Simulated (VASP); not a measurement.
A run of VASP 6.6.1 is set up as follows.

POSCAR

```
Mo
1.0
    4.4609138916      0.0000000000      0.0000000000
   -2.2304569458      3.8632647542      0.0000000000
    0.0000000000      0.0000000000      2.4412876145
Mo
3
Direct
    0.0000000000      1.0000000000      1.0000000000
    0.3333333333      0.6666666667      0.5000000000
    0.6666666667      0.3333333333      0.5000000000
```

File INCAR.step1:

```
PREC = Accurate
ENCUT = 520
ISMEAR = -1
SIGMA = 0.1
LREAL = F
LASPH = T
NELM = 60
NBANDS = 28
GGA = PE
ALGO = Normal
EDIFF = 1E-4
LWAVE = T
LCHARG = F
```

The input INCAR.step2:

```
PREC = Accurate
ENCUT = 520
EDIFF = 1E-7
ISMEAR = -1
SIGMA = 0.1
LREAL = F
LASPH = T
NELM = 60
ALGO = Normal
ISIF = 2
LWAVE = F
LCHARG = T
METAGGA = R2SCAN
LMIXTAU = T
LELF = T
LVHAR = T
NBANDS = 28
ISTART = 1
```

The input KPOINTS:

```
Automatic mesh
0
Gamma
  9 9 14
```

Potentials or basis: VASP PAW PBE potentials, release 64 (Mo_sv).

Command:

```bash
$ cat potpaw_PBE.64/Mo_sv/POTCAR > POTCAR
$ cp INCAR.step1 INCAR
$ mpirun -np 1 vasp_std > vasp.out
$ cp INCAR.step2 INCAR
$ mpirun -np 1 vasp_std > vasp.out
```

Question: Predict the pressure.

Answer: 43.3 GPa.

Question: What does it give for the band gap on the k mesh?

Answer: Zero (bands 21 and 22 overlap by 1.87 eV).

Stress tensor (GPa, compression positive):
```
41.95  0.00  0.00
 0.00 41.95  0.00
 0.00  0.00 46.11
```

Caveat: the cell stands under pressure; the PAW data sets were made with another functional, which shifts forces and pressure a little.
